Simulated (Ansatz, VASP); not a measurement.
One calculation of S, two programs

```
S
1.0
     5.38300    3.10788    1.40833
    -5.38300    3.10788    1.40833
     0.00000   -6.21575    1.40833
S
6
Direct
  0.58600 0.35265 0.24452
  0.24452 0.58600 0.35265
  0.35265 0.24452 0.58600
  0.41400 0.64735 0.75548
  0.75548 0.41400 0.64735
  0.64735 0.75548 0.41400
```

Alike in both runs: functional PBE; k mesh 7 × 7 × 7; occupations fermi-dirac, width 0.05 eV; no spin polarisation.

Ansatz relaxed the structure, and its values are those at the end. VASP's run is a single point on that final structure, the one shown.

```csv
,VASP,Ansatz
version,VASP 6.6.1,Ansatz 0.2.0
potentials or method,"VASP PAW PBE potentials, release 64 (S)","plane-wave PAW, scalar-relativistic"
plane-wave cutoff (eV),520,420
valence electrons in the cell,36,36
```

Ansatz gave:

```
gap on the k mesh at the Fermi level (eV) : 1.90
pressure (GPa)                            : 1.4
rms of the force components (eV/Å)        : 0.002
```

Q: Estimate VASP's values.

A: gap on the k mesh at the Fermi level (eV): 1.95; pressure (GPa): 0.9; rms of the force components (eV/Å): 0.077.

With one functional, cell and mesh, what is left measures potentials, basis and numerics. Ansatz's warnings: stress scf threshold loose.
